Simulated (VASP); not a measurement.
# Cr (P6/mmm) in VASP: a series of runs

The runs below take Cr through single point, with LDA.

Program: VASP 6.6.1. These are calculated values, not measurements. Logs are shortened: lines on timing, memory, paths and dates and some standing lists are left out, and cuts for length are marked.

## Step 1: The cell of the first run

It takes space group P6/mmm (No. 191, hexagonal). Conventional cell: a = 4.152 Å, b = 4.152 Å, c = 2.230 Å, α = 90.00°, β = 90.00°, γ = 120.00°. Within 2.9 Å of Cr (site symmetry 6/mmm) lie 14 Cr at 2.23 to 2.64 Å. Cr (site symmetry -6m2) has 11 Cr at 2.23 to 2.64 Å within 2.9 Å.

This isn't the form of Cr at room conditions, which is bcc.

## Step 2: Single point, LDA

File INCAR:

```
ALGO     = Normal         # electronic algorithm
EDIFF    = 1E-6           # SCF threshold, eV
ENCUT    = 520            # plane-wave cutoff, eV
GGA      = CA             # functional
ISIF     = 2              # what is computed and relaxed
ISMEAR   = -1             # smearing method
LASPH    = T              # aspherical terms in the spheres
LCHARG   = F              # write CHGCAR
LREAL    = F              # projectors in reciprocal space
LWAVE    = F              # write WAVECAR
NBANDS   = 25             # bands
NELM     = 60             # most SCF steps
PREC     = Accurate       # precision mode
SIGMA    = 0.1            # smearing width, eV
```

File KPOINTS:

```
k-points
0
Gamma
  9 9 13
```

File POSCAR:

```
Cr
1.0
    4.1515035880      0.0000000000      0.0000000000
   -2.0757517940      3.5953075711      0.0000000000
    0.0000000000      0.0000000000      2.2300402052
Cr
3
Direct
    1.0000000000      0.0000000000      0.0000000000
    0.3333333333      0.6666666667      0.5000000000
    0.6666666667      0.3333333333      0.5000000000
```

Potentials or basis: VASP PAW LDA potentials, release 64 (Cr_pv).

Started as:

```bash
$ cat potpaw_LDA.64/Cr_pv/POTCAR > POTCAR
$ mpirun -np 1 vasp_std > vasp.out
```

OUTCAR:

```text
EDIFF = 1E-6
   ENCUT = 520
   GGA = CA
   ISIF = 2
   ISMEAR = -1
   LASPH = T
   LREAL = F
   NELM = 60
   PREC = Accurate

 ion  position               nearest neighbor table
   1  0.000  0.000  0.000-   2 2.64   3 2.64   2 2.64   3 2.64   2 2.64   2 2.64   3 2.64   3 2.64
                             3 2.64   3 2.64   2 2.64   2 2.64
   2  0.333  0.667  0.500-   3 2.40   3 2.40   3 2.40   1 2.64   1 2.64   1 2.64   1 2.64   1 2.64
                             1 2.64
   3  0.667  0.333  0.500-   2 2.40   2 2.40   2 2.40   1 2.64   1 2.64   1 2.64   1 2.64   1 2.64
                             1 2.64

  LATTYP: Found a hexagonal cell.
 ALAT       =     4.1515035880
 C/A-ratio  =     0.5371644653

  Lattice vectors:

 A1 = (   4.1515035880,   0.0000000000,   0.0000000000)
 A2 = (  -2.0757517940,   3.5953075711,   0.0000000000)
 A3 = (   0.0000000000,   0.0000000000,   2.2300402052)

Analysis of symmetry for initial positions (statically):
=====================================================================
 Subroutine PRICEL returns:
 Original cell was already a primitive cell.

 Routine SETGRP: Setting up the symmetry group for a
 hexagonal supercell.

 Subroutine GETGRP returns: Found 24 space group operations
 (whereof 24 operations were pure point group operations)
 out of a pool of 24 trial point group operations.

The static configuration has the point symmetry D_6h.

Analysis of symmetry for dynamics (positions and initial velocities):
=====================================================================
 Subroutine PRICEL returns:
 Original cell was already a primitive cell.

 Routine SETGRP: Setting up the symmetry group for a
 hexagonal supercell.

 Subroutine GETGRP returns: Found 24 space group operations
 (whereof 24 operations were pure point group operations)
 out of a pool of 24 trial point group operations.

The dynamic configuration has the point symmetry D_6h.

 Subroutine INISYM returns: Found 24 space group operations
 (whereof 24 operations are pure point group operations),
 and found     1 'primitive' translations

----------------------------------------------------------------------------------------

                                     Primitive cell

  volume of cell :      33.2854

  direct lattice vectors                    reciprocal lattice vectors
     4.151503588  0.000000000  0.000000000     0.240876583  0.139070160  0.000000000
    -2.075751794  3.595307571  0.000000000     0.000000000  0.278140320  0.000000000
[... 82 lines left out ...]
   LNONCOLLINEAR =      F non collinear calculations
   LSORBIT =      F    spin-orbit coupling
   LASPH  =      T    aspherical Exc in radial PAW
   ENCUT  =  520.0 eV  38.22 Ry    6.18 a.u.   7.72  7.72  4.15*2*pi/ulx,y,z
   NELM   =     60;   NELMIN=  2; NELMDL= -5     # of ELM steps
   EDIFF  = 0.1E-05   stopping-criterion for ELM
   LREAL  =      F    real-space projection
   EDIFFG = 0.1E-04   stopping-criterion for IOM
   NSW    =      0    number of steps for IOM
   IBRION =     -1    ionic relax: 0-MD 1-quasi-New 2-CG
   NFREE  =      0    steps in history (QN), initial steepest desc. (CG)
   ISIF   =      2    stress and relaxation
   ISYM   =      2    0-nonsym 1-usesym 2-fastsym
   POTIM  = 0.5000    time-step for ionic-motion
   TEBEG  =    0.0;   TEEND  =   0.0 temperature during run
   PSTRESS=    0.0 pullay stress
   NELECT =      36.0000    total number of electrons
   NUPDOWN=      -1.0000    fix difference up-down
   EMIN   =  10.00;   EMAX   =-10.00  energy-range for DOS
   EFERMI =   0.00;   METHOD = LEGACY
   ISMEAR =    -1;   SIGMA  =   0.10  broadening in eV -4-tet -1-fermi 0-gaus
   EFERMI_NEDOS =   21; number of points for ismear=-14 and -15
   IALGO  =     38    algorithm
   IMIX   =      4    mixing-type and parameters
     AMIX     =   0.40;   BMIX     =  1.00
     AMIX_MAG =   1.60;   BMIX_MAG =  1.00
  volume/ion in A,a.u.               =      11.10        74.87
  Fermi-wavevector in a.u.,A,eV,Ry     =   1.680445  3.175580 38.421425  2.823895
  Thomas-Fermi vector in A             =   2.764178
   LORBIT       =      0    0 simple, 1 ext, 2 COOP (PROOUT), +10 PAW based schemes
   GGA     = CA    functional components
   LHFCALC =     F    Hartree Fock is set to
   AEXX    =    0.0000 exact exchange contribution
   IVDW    =     0    specifies the selected vdW correction
   LEPSILON=     F    determine dielectric tensor
   LRPA    =     F    only Hartree local field effects (RPA)
 non-spin polarized calculation
  energy-cutoff  :      520.00
  volume of cell :       33.29
 maximum number of plane-waves:       920
 NGX is ok and might be reduce to    32
   NGX = 15   NGY = 15   NGZ =  9

 number of electron      36.0000013 magnetization

 Free energy of the ion-electron system (eV)
  ---------------------------------------------------
  ext. energy  EPLUGINS =         0.00000000
  ---------------------------------------------------
  free energy    TOTEN  =       -30.93151259 eV

  energy without entropy =      -30.79392647  energy(sigma->0) =      -30.86271953

 E-fermi :  11.3081     XC(G=0): -14.2057

 val. band max:       11.3073244523   @ k =   0.1111   0.1111   0.3846
 cond. band min:      11.3101326813   @ k =   0.0000   0.0000   0.3846
 fundamental gap:      0.0028082290
 Fermi energy:        11.3081198246

 k-point     1 :       0.0000    0.0000    0.0000
  band No.  band energies     occupation
      1     -31.5054      2.00000
      2     -31.5054      2.00000
      3     -31.4712      2.00000
      4     -31.4712      2.00000
      5     -30.8102      2.00000
      6     -30.8102      2.00000
[... 661 lines left out ...]
     24      13.4077      0.00000
     25      13.7487      0.00000

 [... further k-points ...]
[... 5 lines left out ...]
  --------------------------------------------------------------------------------------
  -------------------------------------------------------------------------------------
  Total        0.0528650      0.0528650      0.0923335      0.0000000     -0.0000000      0.0000000
  in kB        2.5446312      2.5446312      4.4444274      0.0000000     -0.0000000      0.0000000
  external PRESSURE =       3.1778966 kB  Pullay stress =       0.0000000 kB

 VOLUME and BASIS-vectors are now :
 -----------------------------------------------------------------------------
  energy-cutoff  :      520.00
  volume of cell :       33.29
      direct lattice vectors                 reciprocal lattice vectors
     4.151503588  0.000000000  0.000000000     0.240876583  0.139070160  0.000000000
    -2.075751794  3.595307571  0.000000000     0.000000000  0.278140320  0.000000000
     0.000000000  0.000000000  2.230040205     0.000000000  0.000000000  0.448422409

 POSITION                                       TOTAL-FORCE (eV/Angst)
 -----------------------------------------------------------------------------------
      0.00000      0.00000      0.00000        -0.000000      0.000000      0.000000
     -0.00000      2.39687      1.11502        -0.000000      0.000000      0.000000
      2.07575      1.19844      1.11502         0.000000     -0.000000     -0.000000
 -----------------------------------------------------------------------------------
    total drift:                               -0.000000      0.000000      0.000000

  FREE ENERGIE OF THE ION-ELECTRON SYSTEM (eV)
  ---------------------------------------------------
  free  energy   TOTEN  =       -30.9315125949 eV

  energy  without entropy=      -30.7939264730  energy(sigma->0) =      -30.86271953
```

Run time: 63 s. Hardware: 1 thread of AMD EPYC 7R43 (Zen 3), shared host; peak memory 0.13 GiB.

Results:

```
Free energy            : -30.9315 eV
Pressure               : 0.3 GPa
Band gap on the k mesh : zero (bands 18 and 19 overlap by 0.87 eV)
```

Stress tensor (GPa, compression positive):
```
0.25 0.00 0.00
0.00 0.25 0.00
0.00 0.00 0.44
```

Caveat: the run has no spin polarisation, though such a crystal can be magnetic.

(Part 1 of 3 ends here.)
